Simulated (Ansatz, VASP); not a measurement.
# One calculation of NaHF2, two programs

The input INCAR:

```
SYSTEM = NaHF2
PREC     = Accurate       ! precision mode
ENCUT    = 520            ! plane-wave cutoff, eV
EDIFF    = 1E-7           ! SCF threshold, eV
ISMEAR   = -1             ! smearing method
SIGMA    = 0.02           ! smearing width, eV
LREAL    = .False.        ! projectors in reciprocal space
LASPH    = .True.         ! aspherical terms in the spheres
NELM     = 60             ! most SCF steps
ALGO     = Normal         ! electronic algorithm
ISIF     = 2              ! what is computed and relaxed
LWAVE    = .False.        ! write WAVECAR
LCHARG   = .False.        ! write CHGCAR
GGA      = CA             ! functional
NBANDS   = 19             ! bands
```

KPOINTS

```
regular mesh
0
Gamma
  10 10 10
  0 0 0
```

Contents of POSCAR:

```
NaHF2
1.0
    1.7111607649      0.9879391283      4.6388706988
   -1.7111607649      0.9879391283      4.6388706988
    0.0000000000     -1.9758782566      4.6388706988
Na H F
1 1 2
Direct
    0.0000000000      0.0000000000      0.0000000000
    0.5000000000      0.5000000000      0.5000000000
    0.4100000000      0.4100000000      0.4100000000
    0.5900000000      0.5900000000      0.5900000000
```

Input for Ansatz:

```yaml
crystal:
  lattice:
    - [1.7111607649, 0.9879391283, 4.6388706988]
    - [-1.7111607649, 0.9879391283, 4.6388706988]
    - [0.0, -1.9758782566, 4.6388706988]
  atoms:
    - { symbol: Na, position: [0.0, 0.0, 0.0] }
    - { symbol: H, position: [0.5, 0.5, 0.5] }
    - { symbol: F, position: [0.41, 0.41, 0.41] }
    - { symbol: F, position: [0.59, 0.59, 0.59] }
kpoints:
  mp_grid: { grid: [10, 10, 10] }
  band_path:
    path:
      - [0.0, 0.0, 0.0]
      - [0.5, 0.5, 0.5]
      - [0.803095924, 0.196904076, 0.5]
      - [0.5, -0.196904076, 0.196904076]
      - [0.5, 0.0, 0.0]
      - [0.0, 0.0, 0.0]
      - [0.348452038, -0.348452038, 0.0]
      - [0.651547962, 0.0, 0.348452038]
      - [0.5, 0.0, 0.5]
    npoints: 5
scf:
  occupations: { method: fermi_dirac, width: 0.02 }
hamiltonian:
  xc: lda
  pseudopotentials: { kind: all_electron, lapw: { basis_error: 0.001 } }
output:
  forces: true
  stress: true
  eigenvalues: true
```

Change from the starting cell: equal xx and yy strain of -1 %.

Alike in both runs: task single point; functional LDA; k mesh 10 × 10 × 10; occupations fermi-dirac, width 0.02 eV; no spin polarisation.

```csv
,VASP,Ansatz
version,VASP 6.6.1,Ansatz 0.2.0
potentials or method,"VASP PAW LDA potentials, release 64 (Na_pv, H, F), cutoff 520 eV","all-electron LAPW, scalar-relativistic"
```

VASP gave:

| Item | Value |
| --- | --- |
| gap on the k mesh at the Fermi level (eV) | 6.37 |
| pressure (GPa) | -6.6 |
| traceless stress, the component that is largest in VASP (GPa) | -11.31 |
| rms of the force components (eV/Å) | 0.888 |

Question: Which values does Ansatz return?

Answer: gap on the k mesh at the Fermi level (eV): 6.39; pressure (GPa): -6.5; traceless stress, the component that is largest in VASP (GPa): -11.68; rms of the force components (eV/Å): 0.907.

LDA's correlation is that of Perdew and Zunger in VASP and of Perdew and Wang (1992) in Ansatz. Atom by atom the forces differ by 0.019 eV/Å (rms over components). Ansatz ran all-electron here, and VASP with PAW potentials.
